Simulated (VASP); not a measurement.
Sc2GaP3:

```
CELL_PARAMETERS angstrom
4.46594 0.00000 0.00000
0.00000 4.46594 0.00000
0.00000 0.00000 6.37498
ATOMIC_POSITIONS crystal
Sc 0.50000 0.50000 0.25928
Sc 0.50000 0.50000 0.74072
Ga 0.00000 0.00000 0.00000
P 0.50000 0.00000 0.50000
P 0.00000 0.50000 0.50000
P 0.00000 0.00000 0.50000
```

The cell was generated, and may not be a known phase.

- Program: VASP 6.6.1
- Task: relaxation of cell and atoms
- Functional: PBE
- Potentials or basis: VASP PAW PBE potentials, release 64 (Sc_sv, Ga_d, P)
- Cutoff: 600 eV
- k mesh: 4 × 4 × 4
- Occupations: gaussian, width 0.1 eV
- Spin: no spin polarisation

At the start: pressure 0.3 GPa; volume 21.19 Å³/atom.

Problem. Where does the relaxation end?

Solution. Over 4 steps the energy falls by 5.1 meV/atom and the volume is 21.14 Å³/atom (-0.3 %); space group P4/mmm (No. 123, to 0.1 Å) before and after.

The path:
```tsv
step	energy change (eV)	largest force (eV/Å)	pressure (GPa)	volume (Å³)
1	0.0000	0.0010	0.34	127.15
2	-0.0223	0.0871	-0.32	127.95
3	-0.0262	0.1442	-0.66	128.41
4	-0.0307	0.0005	0.26	126.81
```

Final structure:
```cif
data_structure
_symmetry_space_group_name_H-M 'P 1'
_symmetry_Int_Tables_number 1
_cell_length_a 4.5217
_cell_length_b 4.5217
_cell_length_c 6.2024
_cell_angle_alpha 90.000
_cell_angle_beta 90.000
_cell_angle_gamma 90.000
_cell_volume 126.81
loop_
_atom_site_label
_atom_site_type_symbol
_atom_site_fract_x
_atom_site_fract_y
_atom_site_fract_z
_atom_site_occupancy
Sc1 Sc 0.50000 0.50000 0.26050 1
Sc2 Sc 0.50000 0.50000 0.73950 1
Ga1 Ga 0.00000 0.00000 0.00000 1
P1 P 0.50000 0.00000 0.50000 1
P2 P 0.00000 0.50000 0.50000 1
P3 P 0.00000 0.00000 0.50000 1
```
